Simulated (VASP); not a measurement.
# Y (P6_3/mmc) in VASP: relaxation of cell and atoms with LDA

Aim: the relaxation of cell and atoms of Y with LDA.

Everything below comes from runs of VASP 6.6.1. Logs are shortened: lines on timing, memory, paths and dates and some standing lists are left out, and cuts for length are marked.

## 1. The cell of the first run

Symmetry: P6_3/mmc, No. 194, hexagonal system. Conventional cell: a = 3.548 Å, b = 3.548 Å, c = 5.494 Å, α = 90.00°, β = 90.00°, γ = 120.00°. Within 4.5 Å of Y (site symmetry -6m2) lie 12 Y at 3.43 to 3.55 Å.

## 2. Relaxation of cell and atoms, LDA

INCAR reads:

```
SYSTEM = Y
ALGO = Normal
EDIFF = 1E-7
EDIFFG = -0.001
ENCUT = 600
IBRION = 2
ISIF = 3
ISMEAR = -1
LASPH = .True.
LCHARG = .False.
LREAL = .False.
LWAVE = .False.
NELM = 60
NSW = 80
PREC = Accurate
SIGMA = 0.15
```

KPOINTS reads:

```
k-points
0
Gamma
  12 12 6
  0 0 0
```

POSCAR reads:

```
Y
1.0
    3.5482707490      0.0000000028      0.0000000000
   -1.7741353769      3.0728926067      0.0000000000
    0.0000000000      0.0000000000      5.4939439603
Y
2
Direct
    0.3333333333      0.6666666667      0.2500000000
    0.6666666667      0.3333333333      0.7500000000
```

Potentials or basis: VASP PAW LDA potentials, release 64 (Y_sv).

Run with:

```bash
> cat potpaw_LDA.64/Y_sv/POTCAR > POTCAR
> mpirun -np 1 vasp_std > vasp.out
```

OUTCAR:

```text
SYSTEM = Y
   EDIFF = 1E-7
   EDIFFG = -0.001
   ENCUT = 600
   IBRION = 2
   ISIF = 3
   ISMEAR = -1
   LASPH = .True.
   LREAL = .False.
   NELM = 60
   NSW = 80
   PREC = Accurate

 ion  position               nearest neighbor table
   1  0.333  0.667  0.250-   2 3.43   2 3.43   2 3.43   2 3.43   2 3.43   2 3.43
   2  0.667  0.333  0.750-   1 3.43   1 3.43   1 3.43   1 3.43   1 3.43   1 3.43

  LATTYP: Found a hexagonal cell.
 ALAT       =     3.5482707490
 C/A-ratio  =     1.5483440664

  Lattice vectors:

 A1 = (   3.5482707490,   0.0000000028,   0.0000000000)
 A2 = (  -1.7741353769,   3.0728926067,   0.0000000000)
 A3 = (   0.0000000000,   0.0000000000,   5.4939439603)

Analysis of symmetry for initial positions (statically):
=====================================================================
 Subroutine PRICEL returns:
 Original cell was already a primitive cell.

 Routine SETGRP: Setting up the symmetry group for a
 hexagonal supercell.

 Subroutine GETGRP returns: Found 24 space group operations
 (whereof 12 operations were pure point group operations)
 out of a pool of 24 trial point group operations.

The static configuration has the point symmetry D_3d.
 The point group associated with its full space group is D_6h.

Analysis of symmetry for dynamics (positions and initial velocities):
=====================================================================
 Subroutine PRICEL returns:
 Original cell was already a primitive cell.

 Routine SETGRP: Setting up the symmetry group for a
 hexagonal supercell.

 Subroutine GETGRP returns: Found 24 space group operations
 (whereof 12 operations were pure point group operations)
 out of a pool of 24 trial point group operations.

The dynamic configuration has the point symmetry D_3d.
 The point group associated with its full space group is D_6h.

 Subroutine INISYM returns: Found 24 space group operations
 (whereof 12 operations are pure point group operations),
 and found     1 'primitive' translations

----------------------------------------------------------------------------------------

                                     Primitive cell

  volume of cell :      59.9030

  direct lattice vectors                    reciprocal lattice vectors
     3.548270749  0.000000003  0.000000000     0.281827423  0.162713139  0.000000000
    -1.774135377  3.072892607  0.000000000    -0.000000000  0.325426277  0.000000000
     0.000000000  0.000000000  5.493943960     0.000000000  0.000000000  0.182018602

  length of vectors
     3.548270749  3.548270749  5.493943960     0.325426277  0.325426277  0.182018602

  position of ions in fractional coordinates (direct lattice)
     0.333333333  0.666666667  0.250000000
     0.666666667  0.333333333  0.750000000

  ion indices of the primitive-cell ions
   primitive index   ion index
                 1           1
                 2           2

----------------------------------------------------------------------------------------

 KPOINTS: k-points

Automatic generation of k-mesh.
 Grid dimensions read from file:
 generate k-points for:   12   12    6

 Generating k-lattice:

  Cartesian coordinates                     Fractional coordinates (reciprocal lattice)
     0.023485619  0.013559428  0.000000000     0.083333333 -0.000000000  0.000000000
    -0.000000000  0.027118856  0.000000000     0.000000000  0.083333333  0.000000000
     0.000000000  0.000000000  0.030336434     0.000000000  0.000000000  0.166666667

  Length of vectors
     0.027118856  0.027118856  0.030336434

  Shift w.r.t. Gamma in fractional coordinates (k-lattice)
     0.000000000  0.000000000  0.000000000

 Subroutine IBZKPT returns following result:
 ===========================================

 Found     76 irreducible k-points:

 Following reciprocal coordinates:
            Coordinates               Weight
  0.000000  0.000000  0.000000      1.000000
  0.083333  0.000000  0.000000      6.000000
  0.166667  0.000000  0.000000      6.000000
  0.250000  0.000000  0.000000      6.000000
  0.333333  0.000000  0.000000      6.000000
  0.416667  0.000000  0.000000      6.000000
[... 16 lines left out ...]
  0.250000  0.000000  0.166667     12.000000
  0.333333  0.000000  0.166667     12.000000
 [... further k-points ...]
   k-points           NKPTS =     76   k-points in BZ     NKDIM =     76   number of bands    NBANDS=     15
   number of dos      NEDOS =    301   number of ions     NIONS =      2
   total plane-waves  NPLWV =  37632
   dimension x,y,z NGX =    28 NGY =   28 NGZ =   48
   dimension x,y,z NGXF=    56 NGYF=   56 NGZF=   96
   ions per type =               2
   NGX,Y,Z   is equivalent  to a cutoff of  13.12, 13.12, 14.52 a.u.
   NGXF,Y,Z  is equivalent  to a cutoff of  26.24, 26.24, 29.05 a.u.
 SYSTEM =  Y
   PREC   = accura    normal or accurate (medium, high low for compatibility)
   ISTART =      0    job   : 0-new  1-cont  2-samecut
   ICHARG =      2    charge: 1-file 2-atom 10-const
   ISPIN  =      1    spin polarized calculation?
   LNONCOLLINEAR =      F non collinear calculations
   LSORBIT =      F    spin-orbit coupling
   LASPH  =      T    aspherical Exc in radial PAW
   ENCUT  =  600.0 eV  44.10 Ry    6.64 a.u.   7.09  7.09 10.97*2*pi/ulx,y,z
   NELM   =     60;   NELMIN=  2; NELMDL= -5     # of ELM steps
   EDIFF  = 0.1E-06   stopping-criterion for ELM
   LREAL  =      F    real-space projection
   EDIFFG = -.1E-02   stopping-criterion for IOM
   NSW    =     80    number of steps for IOM
   IBRION =      2    ionic relax: 0-MD 1-quasi-New 2-CG
   NFREE  =      1    steps in history (QN), initial steepest desc. (CG)
   ISIF   =      3    stress and relaxation
   ISYM   =      2    0-nonsym 1-usesym 2-fastsym
   POTIM  = 0.5000    time-step for ionic-motion
   TEBEG  =    0.0;   TEEND  =   0.0 temperature during run
   PSTRESS=    0.0 pullay stress
   NELECT =      22.0000    total number of electrons
   NUPDOWN=      -1.0000    fix difference up-down
   EMIN   =  10.00;   EMAX   =-10.00  energy-range for DOS
   EFERMI =   0.00;   METHOD = LEGACY
   ISMEAR =    -1;   SIGMA  =   0.15  broadening in eV -4-tet -1-fermi 0-gaus
   EFERMI_NEDOS =   21; number of points for ismear=-14 and -15
   IALGO  =     38    algorithm
   IMIX   =      4    mixing-type and parameters
     AMIX     =   0.40;   BMIX     =  1.00
     AMIX_MAG =   1.60;   BMIX_MAG =  1.00
  volume/ion in A,a.u.               =      29.95       202.12
  Fermi-wavevector in a.u.,A,eV,Ry     =   1.172374  2.215466 18.700682  1.374461
  Thomas-Fermi vector in A             =   2.308804
   LORBIT       =      0    0 simple, 1 ext, 2 COOP (PROOUT), +10 PAW based schemes
   GGA     = CA    functional components
   LHFCALC =     F    Hartree Fock is set to
   AEXX    =    0.0000 exact exchange contribution
   IVDW    =     0    specifies the selected vdW correction
   LEPSILON=     F    determine dielectric tensor
   LRPA    =     F    only Hartree local field effects (RPA)
 conjugate gradient relaxation of ions
 non-spin polarized calculation
  energy-cutoff  :      600.00
  volume of cell :       59.90
 maximum number of plane-waves:      2043
   NGX = 15   NGY = 15   NGZ = 21

--------------------------------------- Ionic step        1  -------------------------------------------

 number of electron      22.0000000 magnetization

 Free energy of the ion-electron system (eV)
  ---------------------------------------------------
  ext. energy  EPLUGINS =         0.00000000
  ---------------------------------------------------
  free energy    TOTEN  =       -14.01954552 eV

  energy without entropy =      -13.78517617  energy(sigma->0) =      -13.90236084

------------------------ aborting loop because EDIFF is reached ----------------------------------------

  FORCE on cell =-STRESS in cart. coord.  units (eV):
  Direction    XX          YY          ZZ          XY          YZ          ZX
  --------------------------------------------------------------------------------------
  -------------------------------------------------------------------------------------
  Total       -0.0701178     -0.0701178      0.2199104     -0.0000000      0.0000000      0.0000000
  in kB       -1.8753847     -1.8753847      5.8817691     -0.0000000      0.0000000      0.0000000
  external PRESSURE =       0.7103332 kB  Pullay stress =       0.0000000 kB
[... 57 lines left out ...]
  energy  without entropy=      -13.7845979589  energy(sigma->0) =      -13.90257660

--------------------------------------- Ionic step        3  -------------------------------------------

 number of electron      22.0000000 magnetization

 E-fermi :   3.2755     XC(G=0):  -9.9926

 val. band max:        3.2688038477   @ k =   0.1667   0.1667   0.0000
 cond. band min:       3.2809876623   @ k =   0.3333   0.2500   0.3333
 fundamental gap:      0.0121838147
 Fermi energy:         3.2755259821

 k-point     1 :       0.0000    0.0000    0.0000
  band No.  band energies     occupation
      1     -38.9691      2.00000
      2     -38.8583      2.00000
      3     -19.5021      2.00000
      4     -18.8460      2.00000
      5     -18.8460      2.00000
      6     -18.7259      2.00000
      7     -18.7259      2.00000
      8     -18.6882      2.00000
      9      -1.5314      2.00000
     10       1.2617      2.00000
     11       4.5421      0.00043
     12       5.0454      0.00002
     13       5.0454      0.00002
     14       5.3825      0.00000
     15       5.7188      0.00000
[... 591 lines left out ...]
  energy  without entropy=      -13.7839497560  energy(sigma->0) =      -13.90239624

--------------------------------------- Ionic step        8  -------------------------------------------

 number of electron      22.0000000 magnetization

 Free energy of the ion-electron system (eV)
  ---------------------------------------------------
  ext. energy  EPLUGINS =         0.00000000
  ---------------------------------------------------
  free energy    TOTEN  =       -14.02084287 eV

  energy without entropy =      -13.78394395  energy(sigma->0) =      -13.90239341

 E-fermi :   3.2877     XC(G=0): -10.0018

 val. band max:        3.2798685333   @ k =   0.1667   0.1667   0.0000
 cond. band min:       3.2939444194   @ k =   0.3333   0.2500   0.3333
 fundamental gap:      0.0140758861
 Fermi energy:         3.2877017810

 k-point     1 :       0.0000    0.0000    0.0000
  band No.  band energies     occupation
      1     -38.9521      2.00000
      2     -38.8406      2.00000
      3     -19.4879      2.00000
      4     -18.8269      2.00000
      5     -18.8269      2.00000
      6     -18.7065      2.00000
      7     -18.7065      2.00000
      8     -18.6693      2.00000
      9      -1.5228      2.00000
     10       1.2689      2.00000
     11       4.5570      0.00042
     12       5.0605      0.00001
     13       5.0605      0.00001
     14       5.3912      0.00000
     15       5.7342      0.00000
[... 443 lines left out ...]
  FREE ENERGIE OF THE ION-ELECTRON SYSTEM (eV)
  ---------------------------------------------------
  free  energy   TOTEN  =       -14.0208428658 eV

  energy  without entropy=      -13.7839439496  energy(sigma->0) =      -13.90239341

 reached required accuracy - stopping structural energy minimisation
```

Run time: 9.3 min. Hardware: 1 thread of AMD EPYC 7R13, shared host; peak memory 0.2 GiB.

What came out:

- Free energy: -14.0208 eV
- Relaxed volume: 29.98 Å³/atom
- Relaxed cell: a = 3.534 Å, b = 3.534 Å, c = 5.545 Å, α = 90.00°, β = 90.00°, γ = 120.00°
- Space group after relaxing (to 0.1 Å): P6_3/mmc (No. 194)
- Energy gained by relaxing: 0.6 meV/atom
- Ionic steps: 8
- Pressure after relaxing: 0.0 GPa
- Band gap on the k mesh: zero (bands 11 and 12 overlap by 1.67 eV)

Step by step:
```tsv
step	energy change (eV)	largest force (eV/Å)	pressure (GPa)	volume (Å³)
1	0.0000	0.0000	0.07	59.90
2	-0.0010	0.0000	-0.02	60.02
3	-0.0013	0.0000	-0.10	60.11
4	-0.0013	0.0000	0.02	59.93
5	-0.0013	0.0000	-0.01	59.97
6	-0.0013	0.0000	0.01	59.96
7	-0.0013	0.0000	0.01	59.97
8	-0.0013	0.0000	0.00	59.97
```

Final structure:
```yaml
crystal:
  lattice:
    - [3.53394, 0.00000, 0.00000]
    - [-1.76697, 3.06048, 0.00000]
    - [0.00000, 0.00000, 5.54469]
  atoms:
    - { symbol: Y, position: [0.33333, 0.66667, 0.25000] }
    - { symbol: Y, position: [0.66667, 0.33333, 0.75000] }
```

Levels at points of the mesh, in eV from the Fermi level:
| k point | band 7 | band 8 | band 9 | band 10 | band 11 | band 12 | band 13 | band 14 | band 15 |
| --- | --- | --- | --- | --- | --- | --- | --- | --- | --- |
| (0.00, 0.00, 0.00) | -21.99 | -21.96 | -4.81 | -2.02 | 1.27 | 1.77 | 1.77 | 2.10 | 2.45 |
| (0.50, 0.00, 0.00) | -22.17 | -22.07 | -1.71 | -1.38 | -0.97 | 0.11 | 1.46 | 1.53 | 2.22 |
| (0.00, 0.00, 0.50) | -22.05 | -22.05 | -3.26 | -3.26 | 0.97 | 0.97 | 1.68 | 1.68 | 1.68 |
| (0.50, 0.00, 0.50) | -22.16 | -22.16 | -1.81 | -1.81 | 0.03 | 0.03 | 1.68 | 1.68 | 2.93 |
